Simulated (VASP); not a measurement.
A run of VASP 6.6.1 is set up as follows.

POSCAR

```
TiAl3
1.0
    3.9556710000      0.0000000000      0.0000000000
    0.0000000000      3.9556710000      0.0000000000
    0.0000000000      0.0000000000      3.9556710000
Ti Al
1 3
Direct
    0.0000000000      0.0000000000      0.0000000000
    0.5000000000      0.5000000000      0.0000000000
    0.5000000000      0.0000000000      0.5000000000
    0.0000000000      0.5000000000      0.5000000000
```

File INCAR.step1:

```
PREC     = Accurate       # precision mode
ENCUT    = 520            # plane-wave cutoff, eV
ISMEAR   = 1              # smearing method
SIGMA    = 0.3            # smearing width, eV
LREAL    = False          # projectors in reciprocal space
LASPH    = True           # aspherical terms in the spheres
NELM     = 100            # most SCF steps
NBANDS   = 18             # bands
GGA      = PE             # functional
ALGO     = Normal         # electronic algorithm
EDIFF    = 1E-4           # SCF threshold, eV
LWAVE    = True           # write WAVECAR
LCHARG   = False          # write CHGCAR
```

File INCAR.step2:

```
PREC     = Accurate       # precision mode
ENCUT    = 520            # plane-wave cutoff, eV
EDIFF    = 1E-6           # SCF threshold, eV
ISMEAR   = 1              # smearing method
SIGMA    = 0.3            # smearing width, eV
LREAL    = False          # projectors in reciprocal space
LASPH    = True           # aspherical terms in the spheres
NELM     = 100            # most SCF steps
ALGO     = Normal         # electronic algorithm
ISIF     = 2              # what is computed and relaxed
LWAVE    = False          # write WAVECAR
LCHARG   = False          # write CHGCAR
METAGGA  = R2SCAN         # meta-GGA
LMIXTAU  = True         
NBANDS   = 18             # bands
ISTART   = 1
```

The input KPOINTS:

```
regular mesh
0
Gamma
  7 7 7
```

Potentials or basis: VASP PAW PBE potentials, release 64 (Ti_sv, Al).

Command:

```console
$ cat potpaw_PBE.64/Ti_sv/POTCAR potpaw_PBE.64/Al/POTCAR > POTCAR
$ cp INCAR.step1 INCAR
$ mpirun -np 1 vasp_std > vasp.out
$ cp INCAR.step2 INCAR
$ mpirun -np 1 vasp_std > vasp.out
```

Question: Predict the pressure.

Answer: -0.1 GPa.

Caveat: the PAW data sets were made with another functional, which shifts forces and pressure a little.
